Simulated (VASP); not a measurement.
# WSe2 in VASP: further runs, part 2 of 2

VASP 6.6.1. The steps go on from the part before.

## (3) Single point, PBE+D3(BJ)

This run uses another cell than the first one, of 21.89 Å³/atom.

File INCAR:

```
ALGO     = Normal         # electronic algorithm
EDIFF    = 1E-7           # SCF threshold, eV
ENCUT    = 520            # plane-wave cutoff, eV
GGA      = PE             # functional
ISIF     = 2              # what is computed and relaxed
ISMEAR   = 0              # smearing method
IVDW     = 12             # dispersion correction
LASPH    = True           # aspherical terms in the spheres
LCHARG   = True           # write CHGCAR
LELF     = True           # ELF
LREAL    = False          # projectors in reciprocal space
LVHAR    = True         
LWAVE    = False          # write WAVECAR
NBANDS   = 20             # bands
NELM     = 80             # most SCF steps
PREC     = Accurate       # precision mode
SIGMA    = 0.02           # smearing width, eV
```

File KPOINTS:

```
k-points
0
Gamma
  12 12 2
```

File POSCAR:

```
WSe2
1.0
    3.2780791168      0.0000000000      0.0000000000
   -1.6390395584      2.8388997908      0.0000000000
    0.0000000000      0.0000000000      7.0578393085
W Se
1 2
Direct
    0.0000000000      0.0000000000      0.0000000000
    0.3333333333      0.6666666667      0.2389053928
    0.3333333333      0.6666666667      0.7610946072
```

Potentials or basis: VASP PAW PBE potentials, release 64 (W_sv, Se).

The run is started by

```
cat potpaw_PBE.64/W_sv/POTCAR potpaw_PBE.64/Se/POTCAR > POTCAR
mpirun -np 1 vasp_std > vasp.out
```

OUTCAR:

```text
EDIFF = 1E-7
   ENCUT = 520
   GGA = PE
   ISIF = 2
   ISMEAR = 0
   IVDW = 12
   LASPH = True
   LREAL = False
   NELM = 80
   PREC = Accurate
 IVDW          = 12

 ion  position               nearest neighbor table
   1  0.000  0.000  0.000-   2 2.53   3 2.53   2 2.53   3 2.53   2 2.53   3 2.53
   2  0.333  0.667  0.239-   1 2.53   1 2.53   1 2.53
   3  0.333  0.667  0.761-   1 2.53   1 2.53   1 2.53

  LATTYP: Found a hexagonal cell.
 ALAT       =     3.2780791168
 C/A-ratio  =     2.1530411735

  Lattice vectors:

 A1 = (   3.2780791168,   0.0000000000,   0.0000000000)
 A2 = (  -1.6390395584,   2.8388997908,   0.0000000000)
 A3 = (   0.0000000000,   0.0000000000,   7.0578393085)

Analysis of symmetry for initial positions (statically):
=====================================================================
 Subroutine PRICEL returns:
 Original cell was already a primitive cell.

 Routine SETGRP: Setting up the symmetry group for a
 hexagonal supercell.

 Subroutine GETGRP returns: Found 12 space group operations
 (whereof 12 operations were pure point group operations)
 out of a pool of 24 trial point group operations.

The static configuration has the point symmetry D_3h.

Analysis of symmetry for dynamics (positions and initial velocities):
=====================================================================
 Subroutine PRICEL returns:
 Original cell was already a primitive cell.

 Routine SETGRP: Setting up the symmetry group for a
 hexagonal supercell.

 Subroutine GETGRP returns: Found 12 space group operations
 (whereof 12 operations were pure point group operations)
 out of a pool of 24 trial point group operations.

[... 112 lines left out ...]
   PSTRESS=    0.0 pullay stress
   NELECT =      26.0000    total number of electrons
   NUPDOWN=      -1.0000    fix difference up-down
   EMIN   =  10.00;   EMAX   =-10.00  energy-range for DOS
   EFERMI =   0.00;   METHOD = LEGACY
   ISMEAR =     0;   SIGMA  =   0.02  broadening in eV -4-tet -1-fermi 0-gaus
   EFERMI_NEDOS =   21; number of points for ismear=-14 and -15
   IALGO  =     38    algorithm
   IMIX   =      4    mixing-type and parameters
     AMIX     =   0.40;   BMIX     =  1.00
     AMIX_MAG =   1.60;   BMIX_MAG =  1.00
  volume/ion in A,a.u.               =      21.89       147.75
  Fermi-wavevector in a.u.,A,eV,Ry     =   1.202040  2.271526 19.659055  1.444900
  Thomas-Fermi vector in A             =   2.337832
   LORBIT       =      0    0 simple, 1 ext, 2 COOP (PROOUT), +10 PAW based schemes
   GGA     = PE    functional components
   LHFCALC =     F    Hartree Fock is set to
   AEXX    =    0.0000 exact exchange contribution
   IVDW    =    12    specifies the selected vdW correction
   LEPSILON=     F    determine dielectric tensor
   LRPA    =     F    only Hartree local field effects (RPA)
 non-spin polarized calculation
 Gauss-broadening in eV      SIGMA  =   0.02
  energy-cutoff  :      520.00
  volume of cell :       65.68
 maximum number of plane-waves:      1796
   NGX = 13   NGY = 13   NGZ = 27

 number of electron      25.9999998 magnetization

 Free energy of the ion-electron system (eV)
  ---------------------------------------------------
  ext. energy  EPLUGINS =         0.00000000
  ---------------------------------------------------
  free energy    TOTEN  =       -21.55482522 eV

  energy without entropy =      -21.55482522  energy(sigma->0) =      -21.55482522

 E-fermi :   5.5217     XC(G=0): -10.1751

 val. band max:        5.2184399875   @ k =   0.3333   0.3333   0.5000
 cond. band min:       6.4933487156   @ k =   0.1667   0.1667   0.0000
 fundamental gap:      1.2749087281
 Fermi energy:         5.5217476313

 k-point     1 :       0.0000    0.0000    0.0000
  band No.  band energies     occupation
      1     -68.8596      2.00000
      2     -33.1114      2.00000
      3     -32.9699      2.00000
      4     -32.9699      2.00000
      5      -9.7221      2.00000
      6      -8.3536      2.00000
[... 541 lines left out ...]
     19      12.1373      0.00000
     20      13.9392      0.00000

 [... further k-points ...]

------------------------ aborting loop because EDIFF is reached ----------------------------------------

 Edisp (eV)   -1.28726

 E8    (eV) :    -0.5741

  FORCE on cell =-STRESS in cart. coord.  units (eV):
  Direction    XX          YY          ZZ          XY          YZ          ZX
  --------------------------------------------------------------------------------------
  -------------------------------------------------------------------------------------
  Total       0.10128     0.10128     0.14957     0.00000     0.00000    -0.00000
  in kB       2.47060     2.47060     3.64854     0.00000     0.00000    -0.00000
  external pressure =        2.86 kB  Pullay stress =        0.00 kB

 VOLUME and BASIS-vectors are now :
 -----------------------------------------------------------------------------
  energy-cutoff  :      520.00
  volume of cell :       65.68
      direct lattice vectors                 reciprocal lattice vectors
     3.278079117  0.000000000  0.000000000     0.305056701  0.176124568  0.000000000
    -1.639039558  2.838899791  0.000000000     0.000000000  0.352249137  0.000000000
     0.000000000  0.000000000  7.057839309     0.000000000  0.000000000  0.141686422

 POSITION                                       TOTAL-FORCE (eV/Angst)
 -----------------------------------------------------------------------------------
      0.00000      0.00000      0.00000         0.000000      0.000000      0.000000
     -0.00000      1.89260      1.68616        -0.000000     -0.000000      0.046446
     -0.00000      1.89260      5.37168        -0.000000      0.000000     -0.046446
 -----------------------------------------------------------------------------------
    total drift:                                0.000000     -0.000000     -0.000000

  FREE ENERGIE OF THE ION-ELECTRON SYSTEM (eV)
  ---------------------------------------------------
  free  energy   TOTEN  =       -22.8420835788 eV

  energy  without entropy=      -22.8420835788  energy(sigma->0) =      -22.84208358
```

OSZICAR:

```text
N       E                     dE             d eps       ncg     rms          rms(c)
DAV:   1     0.198450207180E+03    0.19845E+03   -0.12634E+04  1520   0.125E+03
DAV:   2    -0.123683746270E+02   -0.21082E+03   -0.20382E+03  1804   0.332E+02
DAV:   3    -0.223948841894E+02   -0.10027E+02   -0.99185E+01  1888   0.674E+01
DAV:   4    -0.225242599685E+02   -0.12938E+00   -0.12927E+00  1764   0.829E+00
DAV:   5    -0.225257431137E+02   -0.14831E-02   -0.14831E-02  1836   0.976E-01    0.210E+01
DAV:   6    -0.217646486855E+02    0.76109E+00   -0.47236E+00  1680   0.140E+01    0.725E+00
DAV:   7    -0.216183318904E+02    0.14632E+00   -0.15226E+00  1572   0.633E+00    0.447E+00
DAV:   8    -0.215540912846E+02    0.64241E-01   -0.27069E-01  1680   0.339E+00    0.674E-01
DAV:   9    -0.215545214802E+02   -0.43020E-03   -0.13600E-02  1752   0.706E-01    0.389E-01
DAV:  10    -0.215546858397E+02   -0.16436E-03   -0.19673E-03  1676   0.335E-01    0.748E-02
DAV:  11    -0.215547649726E+02   -0.79133E-04   -0.20277E-04  1760   0.975E-02    0.580E-02
DAV:  12    -0.215548112740E+02   -0.46301E-04   -0.64677E-05  1652   0.495E-02    0.101E-02
DAV:  13    -0.215548244388E+02   -0.13165E-04   -0.16293E-05  1688   0.241E-02    0.487E-03
DAV:  14    -0.215548251565E+02   -0.71767E-06   -0.13010E-06  1736   0.601E-03    0.193E-03
DAV:  15    -0.215548252228E+02   -0.66293E-07   -0.22086E-07  1568   0.266E-03
   1 F= -.22842084E+02 E0= -.22842084E+02  d E =-.102617-103
```

stdout:

```text
POSCAR found type information on POSCAR W Se
 POSCAR found :  2 types and       3 ions
 scaLAPACK will be used
 LDA part: xc-table for (Slater+PW92), standard interpolation
 POSCAR, INCAR and KPOINTS ok, starting setup
 FFT: planning ... GRIDC
 FFT: planning ... GRID_SOFT
 FFT: planning ... GRID
 WAVECAR not read
 entering main loop
```

It took 18 s on 1 thread of Intel Xeon 6975P-C (Granite Rapids), shared host; peak memory 0.21 GiB.

What came out:

```yaml
Free_energy: -22.8421 eV
Pressure: 0.3 GPa
Largest_force: 0.046 eV/Å
Band_gap_on_the_k_mesh: 1.27 eV (least direct gap 1.65 eV)
Dispersion_energy_per_atom: -0.429 eV
```

Forces on the atoms (eV/Å):
```
W    0.000  0.000  0.000
Se   0.000  0.000  0.046
Se   0.000  0.000 -0.046
```

Levels at points of the mesh, in eV from the valence-band top:
```
           k point  band 11  band 12  band 13  band 14  band 15  band 16
(0.00, 0.00, 0.00)    -1.19    -1.19    -0.88     3.00     3.00     3.05
(0.50, 0.00, 0.00)    -1.86    -1.27    -0.95     2.45     2.57     4.00
(0.00, 0.00, 0.50)    -1.22    -1.22    -0.02     2.91     2.91     3.17
(0.50, 0.00, 0.50)    -2.73    -0.89    -0.87     2.46     2.89     3.26
```

Caveat: the k points lie up to 0.45 Å⁻¹ apart; spin-orbit coupling is left out, which moves the levels of the heavy elements. A k mesh can miss the band edges.
